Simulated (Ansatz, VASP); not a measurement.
This is a calculation of PtSe for Ansatz 0.2.0.

File input.yaml:

```yaml
crystal:
  lattice:
    - [0.0, 3.03744723, 3.03744723]
    - [3.03744723, 0.0, 3.03744723]
    - [3.03744723, 3.03744723, 0.0]
  atoms:
    - { symbol: Pt, position: [0.0, 0.0, 0.0] }
    - { symbol: Se, position: [0.25, 0.25, 0.25] }
kpoints:
  mp_grid: { grid: [5, 5, 5] }
scf:
  occupations: { method: fermi_dirac, width: 0.04 }
hamiltonian:
  xc: pbe
  pseudopotentials: { kind: all_electron, lapw: { basis_error: 0.002 } }
output:
  forces: true
  stress: true
  eigenvalues: true
```

Potentials or basis: all-electron LAPW, scalar-relativistic.

Command:

```console
$ ansatz run input.yaml --threads 1 --pin off --max-ram 3072MiB --backend cpu --events-out ev --progress --plain --runs-dir out
```

Task: Translate it to VASP 6.6.1. Potentials there: VASP PAW PBE potentials, release 64 (Pt, Se).

Result: As run (the cutoff follows the program's own potentials):

The input INCAR:

```
PREC = Accurate
ENCUT = 520
EDIFF = 1E-6
ISMEAR = -1
SIGMA = 0.04
LREAL = F
LASPH = T
NELM = 60
ALGO = Normal
ISIF = 2
LWAVE = F
LCHARG = T
GGA = PE
LELF = T
LVHAR = T
NBANDS = 15
```

The input KPOINTS:

```
regular mesh
0
Gamma
  5 5 5
```

The input POSCAR:

```
PtSe
1.0
    0.0000000000      3.0374472300      3.0374472300
    3.0374472300      0.0000000000      3.0374472300
    3.0374472300      3.0374472300      0.0000000000
Pt Se
1 1
Direct
    0.0000000000      0.0000000000      0.0000000000
    0.2500000000      0.2500000000      0.2500000000
```

Potentials or basis: VASP PAW PBE potentials, release 64 (Pt, Se).

Run with:

```bash
$ cat potpaw_PBE.64/Pt/POTCAR potpaw_PBE.64/Se/POTCAR > POTCAR
$ mpirun -np 1 vasp_std > vasp.out
```

Both were run:

|  | VASP | Ansatz | Ansatz less VASP |
| --- | --- | --- | --- |
| gap on the k mesh at the Fermi level (eV) | none | none | - |
| pressure (GPa) | -10.9 | -10.8 | +0.05 |

A gap of «none» marks a metal or a gap that the smearing closes. Ansatz ran all-electron here, and VASP with PAW potentials.

Spin-orbit coupling is off throughout. Noted on Ansatz's run: the k mesh is thin for a metal, which can move the energy by tens of meV per atom.
